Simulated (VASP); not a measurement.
Wanted: the native input for a VASP 6.6.1 run.

```yaml
Task: single point
Functional: PBE
Potentials_or_basis: VASP PAW PBE potentials, release 64 (Co)
Cutoff: 520 eV
k_mesh: 21 × 21 × 10
Occupations: gaussian, width 0.1 eV
Spin: collinear spin, ferromagnetic start
Starting_moments: "[1.86, 1.86] μB"
Dipole_correction: no
Further_INCAR_settings: ALGO = Normal; EDIFF = 1e-06; NBANDS = 20
```

The structure of Co lies in POSCAR:

```
Co
1.0
    2.5426783871      0.0000000000      0.0000000000
   -1.2713391935      2.2020240769      0.0000000000
    0.0000000000      0.0000000000      4.1121679703
Co
2
Direct
    0.3333333333      0.6666666667      0.2500000000
    0.6666666667      0.3333333333      0.7500000000
```

This cell differs from its parent crystal: volume scaled by 1.06, then relaxed in part.

These files were run (other wordings do the same):

INCAR

```
PREC = Accurate
ENCUT = 520
EDIFF = 1E-6
ISMEAR = 0
SIGMA = 0.1
LREAL = False
LASPH = True
NELM = 150
ALGO = Normal
ISIF = 2
LWAVE = False
LCHARG = True
ISPIN = 2
MAGMOM = 1.86 1.86
LORBIT = 11
LMAXMIX = 4
GGA = PE
LELF = True
LVHAR = True
NBANDS = 20
```

KPOINTS

```
Automatic mesh
0
Gamma
  21 21 10
```

Potentials or basis: VASP PAW PBE potentials, release 64 (Co).

Run with:

```console
$ cat potpaw_PBE.64/Co/POTCAR > POTCAR
$ mpirun -np 1 vasp_std > vasp.out
```

It gave:

```
Pressure                                              : -11.2 GPa
Net moment                                            : 3.30 μB per cell
Site moments                                          : Co +1.69 μB
Valence electrons inside the program's atomic spheres : Co 8.16
```

Wall time 100 s on 1 thread of Intel(R) Xeon(R) 6975P-C (Granite Rapids), on a shared host, peak memory 0.29 GiB.
